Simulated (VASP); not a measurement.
# Al (Cmcm) in VASP: further runs, part 2 of 2

VASP 6.6.1. Earlier steps stand in the parts before.

### Step 3. Single point, PBE

This run uses another cell than the first one, of 15.60 Å³/atom, 0.852 times its volume.

The input, INCAR:

```
  PREC = Accurate
  ENCUT = 520
  EDIFF = 1E-6
  ISMEAR = 0
  SIGMA = 0.15
  LREAL = F
  LASPH = T
  NELM = 60
  ALGO = Fast
  ISIF = 2
  LWAVE = F
  LCHARG = T
  GGA = PE
  LELF = T
  LVHAR = T
  NBANDS = 10
```

The input, KPOINTS:

```
Automatic mesh
0
Gamma
  20 20 12
```

The input, POSCAR:

```
Al
1.0
   -1.5528098305      1.5528098305      1.6175102401
    1.5528098305     -1.5528098305      1.6175102401
    3.1056196609      3.1056196609      0.0000000000
Al
2
Direct
    0.0586228248     -0.0586228248      0.0000000000
    0.4413771752      0.5586228248      0.5000000000
```

Potentials or basis: VASP PAW PBE potentials, release 64 (Al).

Launch:

```sh
$ cat potpaw_PBE.64/Al/POTCAR > POTCAR
$ mpirun -np 1 vasp_std > vasp.out
```

OUTCAR:

```text
PREC = Accurate
   ENCUT = 520
   EDIFF = 1E-6
   ISMEAR = 0
   LREAL = F
   LASPH = T
   NELM = 60
   ISIF = 2
   GGA = PE

 ion  position               nearest neighbor table
   1  0.059  0.941  0.000-   2 2.77   2 2.77   2 2.78   2 2.78   2 2.78   2 2.78
   2  0.441  0.559  0.500-   1 2.77   1 2.77   1 2.78   1 2.78   1 2.78   1 2.78

  LATTYP: Found a base centered orthorhombic cell.
 ALAT       =     3.2350204802
 B/A-ratio  =     1.3576450199
 C/A-ratio  =     1.3576450198

  Lattice vectors:

 A1 = (  -1.5528098305,   1.5528098305,   1.6175102401)
 A2 = (   1.5528098305,  -1.5528098305,   1.6175102401)
 A3 = (   3.1056196609,   3.1056196609,   0.0000000000)

Analysis of symmetry for initial positions (statically):
=====================================================================
 Subroutine PRICEL returns:
 Original cell was already a primitive cell.

 Routine SETGRP: Setting up the symmetry group for a
 base centered orthorhombic supercell.

 Subroutine GETGRP returns: Found  8 space group operations
 (whereof  4 operations were pure point group operations)
 out of a pool of  8 trial point group operations.

The static configuration has the point symmetry C_2v.
 The point group associated with its full space group is D_2h.

Analysis of symmetry for dynamics (positions and initial velocities):
=====================================================================
 Subroutine PRICEL returns:
 Original cell was already a primitive cell.

 Routine SETGRP: Setting up the symmetry group for a
 base centered orthorhombic supercell.

 Subroutine GETGRP returns: Found  8 space group operations
 (whereof  4 operations were pure point group operations)
 out of a pool of  8 trial point group operations.

The dynamic configuration has the point symmetry C_2v.
 The point group associated with its full space group is D_2h.

 Subroutine INISYM returns: Found  8 space group operations
 (whereof  4 operations are pure point group operations),
 and found     1 'primitive' translations

----------------------------------------------------------------------------------------

                                     Primitive cell

  volume of cell :      31.2014

  direct lattice vectors                    reciprocal lattice vectors
    -1.552809830  1.552809830  1.617510240    -0.160998466  0.160998466  0.309117054
     1.552809830 -1.552809830  1.617510240     0.160998466 -0.160998466  0.309117054
     3.105619661  3.105619661  0.000000000     0.160998466  0.160998466  0.000000000

  length of vectors
     2.727411981  2.727411981  4.392009444     0.383919737  0.383919737  0.227686214

  position of ions in fractional coordinates (direct lattice)
     0.058622825  0.941377175  0.000000000
     0.441377175  0.558622825  0.500000000

  ion indices of the primitive-cell ions
   primitive index   ion index
                 1           1
                 2           2

----------------------------------------------------------------------------------------

 KPOINTS: Automatic mesh

Automatic generation of k-mesh.
 Grid dimensions read from file:
[... 26 lines left out ...]
  0.200000  0.000000  0.000000      4.000000
  0.250000  0.000000  0.000000      4.000000
[... 16 lines left out ...]
 -0.400000  0.050000  0.000000      4.000000
 -0.350000  0.050000  0.000000      4.000000
 [... further k-points ...]
   k-points           NKPTS =    777   k-points in BZ     NKDIM =    777   number of bands    NBANDS=     10
   number of dos      NEDOS =    301   number of ions     NIONS =      2
   total plane-waves  NPLWV =  14400
   dimension x,y,z NGX =    20 NGY =   20 NGZ =   36
   dimension x,y,z NGXF=    40 NGYF=   40 NGZF=   72
   ions per type =               2
   NGX,Y,Z   is equivalent  to a cutoff of  12.19, 12.19, 13.63 a.u.
   NGXF,Y,Z  is equivalent  to a cutoff of  24.38, 24.38, 27.25 a.u.
 SYSTEM =  unknown system
   PREC   = accura    normal or accurate (medium, high low for compatibility)
   ISTART =      0    job   : 0-new  1-cont  2-samecut
   ICHARG =      2    charge: 1-file 2-atom 10-const
   ISPIN  =      1    spin polarized calculation?
   LNONCOLLINEAR =      F non collinear calculations
   LSORBIT =      F    spin-orbit coupling
   LASPH  =      T    aspherical Exc in radial PAW
   ENCUT  =  520.0 eV  38.22 Ry    6.18 a.u.   5.07  5.07  8.17*2*pi/ulx,y,z
   NELM   =     60;   NELMIN=  2; NELMDL= -5     # of ELM steps
   EDIFF  = 0.1E-05   stopping-criterion for ELM
   LREAL  =      F    real-space projection
   EDIFFG = 0.1E-04   stopping-criterion for IOM
   NSW    =      0    number of steps for IOM
   IBRION =     -1    ionic relax: 0-MD 1-quasi-New 2-CG
   NFREE  =      0    steps in history (QN), initial steepest desc. (CG)
   ISIF   =      2    stress and relaxation
   ISYM   =      2    0-nonsym 1-usesym 2-fastsym
   POTIM  = 0.5000    time-step for ionic-motion
   TEBEG  =    0.0;   TEEND  =   0.0 temperature during run
   PSTRESS=    0.0 pullay stress
   NELECT =       6.0000    total number of electrons
   NUPDOWN=      -1.0000    fix difference up-down
   EMIN   =  10.00;   EMAX   =-10.00  energy-range for DOS
   EFERMI =   0.00;   METHOD = LEGACY
   ISMEAR =     0;   SIGMA  =   0.15  broadening in eV -4-tet -1-fermi 0-gaus
   EFERMI_NEDOS =   21; number of points for ismear=-14 and -15
   IALGO  =     68    algorithm
   IMIX   =      4    mixing-type and parameters
     AMIX     =   0.40;   BMIX     =  1.00
     AMIX_MAG =   1.60;   BMIX_MAG =  1.00
  volume/ion in A,a.u.               =      15.60       105.28
  Fermi-wavevector in a.u.,A,eV,Ry     =   0.944932  1.785663 12.148604  0.892897
  Thomas-Fermi vector in A             =   2.072785
   LORBIT       =      0    0 simple, 1 ext, 2 COOP (PROOUT), +10 PAW based schemes
   GGA     = PE    functional components
   LHFCALC =     F    Hartree Fock is set to
   AEXX    =    0.0000 exact exchange contribution
   IVDW    =     0    specifies the selected vdW correction
   LEPSILON=     F    determine dielectric tensor
   LRPA    =     F    only Hartree local field effects (RPA)
 non-spin polarized calculation
 RMM-DIIS sequential band-by-band and
 Gauss-broadening in eV      SIGMA  =   0.15
  energy-cutoff  :      520.00
  volume of cell :       31.20
 maximum number of plane-waves:       858
   NGX = 11   NGY = 11   NGZ = 17

 number of electron       6.0000000 magnetization

 Free energy of the ion-electron system (eV)
  ---------------------------------------------------
  ext. energy  EPLUGINS =         0.00000000
  ---------------------------------------------------
  free energy    TOTEN  =        -7.28736056 eV

  energy without entropy =       -7.27884404  energy(sigma->0) =       -7.28310230

 E-fermi :   8.5807     XC(G=0): -10.3983

 val. band max:        8.5773497538   @ k =  -0.3000   0.1000   0.0000
 cond. band min:       8.5855252067   @ k =   0.2500   0.0500   0.0000
 fundamental gap:      0.0081754529
 Fermi energy:         8.5806780979

 k-point     1 :       0.0000    0.0000    0.0000
  band No.  band energies     occupation
      1      -2.9385      2.00000
      2       4.1802      2.00000
      3       4.9333      2.00000
      4      16.4613      0.00000
      5      16.6334      0.00000
      6      18.1561      0.00000
      7      19.7650      0.00000
      8      22.2083      0.00000
      9      22.4469      0.00000
     10      23.5179      0.00000
[... 287 lines left out ...]
 k-point    24 :      -0.3500    0.0500    0.0000
  band No.  band energies     occupation
      1      -0.4650      2.00000
      2       6.2670      2.00000
      3       6.4718      2.00000
      4       7.5888      2.00000
      5      13.1859      0.00000
      6      13.8790      0.00000
      7      16.8439      0.00000
      8      18.3396      0.00000
      9      22.2214      0.00000
     10      22.8000      0.00000

 [... further k-points ...]

------------------------ aborting loop because EDIFF is reached ----------------------------------------

  FORCE on cell =-STRESS in cart. coord.  units (eV):
  Direction    XX          YY          ZZ          XY          YZ          ZX
  --------------------------------------------------------------------------------------
  -------------------------------------------------------------------------------------
  Total        1.5818019      1.5818019      1.1560212     -0.2130037      0.0000000      0.0000000
  in kB       81.2248840     81.2248840     59.3612191    -10.9376543      0.0000000      0.0000000
  external PRESSURE =      73.9369957 kB  Pullay stress =       0.0000000 kB

 VOLUME and BASIS-vectors are now :
 -----------------------------------------------------------------------------
  energy-cutoff  :      520.00
  volume of cell :       31.20
      direct lattice vectors                 reciprocal lattice vectors
    -1.552809830  1.552809830  1.617510240    -0.160998466  0.160998466  0.309117054
     1.552809830 -1.552809830  1.617510240     0.160998466 -0.160998466  0.309117054
     3.105619661  3.105619661  0.000000000     0.160998466  0.160998466  0.000000000

 POSITION                                       TOTAL-FORCE (eV/Angst)
 -----------------------------------------------------------------------------------
      1.37075     -1.37075      1.61751         0.022684     -0.022684      0.000000
      1.73487      1.37075      1.61751        -0.022684      0.022684      0.000000
 -----------------------------------------------------------------------------------
    total drift:                               -0.000000     -0.000000      0.000000

  FREE ENERGIE OF THE ION-ELECTRON SYSTEM (eV)
  ---------------------------------------------------
  free  energy   TOTEN  =        -7.2873605636 eV

  energy  without entropy=       -7.2788440418  energy(sigma->0) =       -7.28310230
```

OSZICAR:

```text
N       E                     dE             d eps       ncg     rms          rms(c)
DAV:   1     0.195891779683E+00    0.19589E+00   -0.21942E+03 15580   0.443E+02
DAV:   2    -0.717240579457E+01   -0.73683E+01   -0.71001E+01 20306   0.563E+01
DAV:   3    -0.733725949339E+01   -0.16485E+00   -0.16332E+00 20122   0.669E+00
DAV:   4    -0.733798400683E+01   -0.72451E-03   -0.72442E-03 18930   0.501E-01
DAV:   5    -0.733798991602E+01   -0.59092E-05   -0.59097E-05 18558   0.440E-02    0.196E+00
RMM:   6    -0.730806553811E+01    0.29924E-01   -0.24487E-03 15737   0.285E-01    0.115E+00
RMM:   7    -0.728741581834E+01    0.20650E-01   -0.72488E-03 16267   0.474E-01    0.149E-01
RMM:   8    -0.728735936334E+01    0.56455E-04   -0.36752E-04 17056   0.130E-01    0.160E-02
RMM:   9    -0.728736232708E+01   -0.29637E-05   -0.53192E-05 17869   0.509E-02    0.247E-02
RMM:  10    -0.728736331470E+01   -0.98762E-06   -0.10433E-05 18173   0.221E-02    0.136E-02
RMM:  11    -0.728735982567E+01    0.34890E-05   -0.32452E-06 17690   0.100E-02    0.181E-02
RMM:  12    -0.728736056364E+01   -0.73797E-06   -0.65792E-07 13025   0.599E-03
   1 F= -.72873606E+01 E0= -.72831023E+01  d E =-.851652E-02
```

Run time: 92 s. Hardware: 1 thread of Intel Xeon Platinum 8488C (Sapphire Rapids), shared host; peak memory 0.29 GiB.

What came out:

```yaml
Free_energy: -7.2874 eV
Pressure: 7.4 GPa
Largest_force: 0.032 eV/Å
Band_gap_on_the_k_mesh: zero (band 3 reaches 13.93 eV, above the bottom of band 4 at 4.58 eV)
```

Forces on the atoms (eV/Å):
```
Al   0.023 -0.023  0.000
Al  -0.023  0.023  0.000
```

Levels at points of the mesh, in eV from the Fermi level:
```tsv
k point	band 1	band 2	band 3	band 4	band 5	band 6	band 7	band 8
(0.00, 0.00, 0.00)	-11.52	-4.40	-3.65	7.88	8.05	9.58	11.18	13.63
(0.50, 0.00, 0.00)	-6.37	-5.98	0.20	1.11	1.46	1.69	7.92	9.00
(0.50, 0.50, 0.00)	-4.35	-3.79	1.23	2.49	2.61	2.82	2.85	5.93
(0.00, 0.00, 0.50)	-9.61	-9.61	4.86	4.86	9.18	9.18	10.19	10.19
(0.50, 0.00, 0.50)	-4.64	-4.64	-4.00	-4.00	8.79	8.79	9.09	9.09
(0.50, 0.50, 0.50)	-2.82	-2.82	-1.59	-1.59	2.92	2.92	5.01	5.01
```

### Step 4. Single point, PBE

This run uses another cell than the first one, of 15.60 Å³/atom, 0.852 times its volume.

The input, INCAR:

```
SYSTEM = Al
PREC = Accurate ; ENCUT = 520
EDIFF = 1E-7 ; ISMEAR = 0
SIGMA = 0.15 ; LREAL = .False.
LASPH = .True. ; NELM = 60
ALGO = Fast ; ISIF = 2
LWAVE = .False. ; LCHARG = .False.
GGA = PE ; NBANDS = 10
```

The input, KPOINTS:

```
Automatic mesh
0
Gamma
  20 20 12
  0 0 0
```

The input, POSCAR:

```
Al
1.0
   -1.5528098305      1.5528098305      1.6175102401
    1.5528098305     -1.5528098305      1.6175102401
    3.1056196609      3.1056196609      0.0000000000
Al
2
Direct
    0.0195409416     -0.0195409416      0.0000000000
    0.4804590584      0.5195409416      0.5000000000
```

Launch:

```sh
$ cat potpaw_PBE.64/Al/POTCAR > POTCAR
$ mpirun -np 1 vasp_std > vasp.out
```

It took 2.2 min on 1 thread of Intel Xeon Platinum 8488C (Sapphire Rapids), shared host; peak memory 0.29 GiB.

The run converged. Its results:

```
Free energy            : -7.2672 eV
Pressure               : 6.7 GPa
Largest force          : 0.072 eV/Å
Band gap on the k mesh : zero (band 3 reaches 14.00 eV, above the bottom of band 4 at 4.56 eV)
```

Forces on the atoms (eV/Å):
```
Al  -0.051  0.051  0.000
Al   0.051 -0.051  0.000
```

Stress tensor (GPa, compression positive):
```
 6.17 -0.19  0.00
-0.19  6.17  0.00
 0.00  0.00  7.77
```

Levels at points of the mesh, in eV from the Fermi level:
```
           k point  band 1  band 2  band 3  band 4  band 5  band 6  band 7  band 8
(0.00, 0.00, 0.00)  -11.53   -4.39   -3.66    7.84    8.08    9.70   11.56   13.35
(0.50, 0.00, 0.00)   -6.25   -6.12    0.50    0.80    1.57    1.64    8.04    8.43
(0.50, 0.50, 0.00)   -4.39   -3.68    1.20    2.38    2.43    2.57    3.09    6.33
(0.00, 0.00, 0.50)   -9.62   -9.62    4.89    4.89    9.44    9.44    9.80    9.80
(0.50, 0.00, 0.50)   -4.61   -4.61   -4.04   -4.04    8.73    8.73    8.91    8.91
(0.50, 0.50, 0.50)   -2.65   -2.65   -1.80   -1.80    2.88    2.88    5.13    5.13
```

### Step 5. Overview

```csv
cell,further INCAR settings,gap on the mesh (eV),pressure (GPa),largest force (eV/Å)
"a = 2.877, b = 2.877, c = 4.758 Å, angles 90.0, 90.0, 111.6°, 2 atoms",ALGO = Fast; EDIFF = 1e-07; NBANDS = 10,none,-4.8,0.14
"a = 2.727, b = 2.727, c = 4.392 Å, angles 90.0, 90.0, 107.3°, 2 atoms",ALGO = Fast; EDIFF = 1e-06; NBANDS = 10,none,7.4,0.03
"a = 2.727, b = 2.727, c = 4.392 Å, angles 90.0, 90.0, 107.3°, 2 atoms",ALGO = Fast; EDIFF = 1e-07; NBANDS = 10,none,6.7,0.07
```

Some of these runs hold the atoms at other places in the same cell, which the table doesn't show; runs alike in all that it shows share one row.

Alike in all rows: task single point; level PBE; potentials or basis VASP PAW PBE potentials, release 64 (Al); no spin polarisation; k mesh 20 × 20 × 12; cutoff (eV) 520; smearing gaussian 0.15 eV.

Total energies depend on the potentials used, so only differences within one code and one set of settings carry meaning.
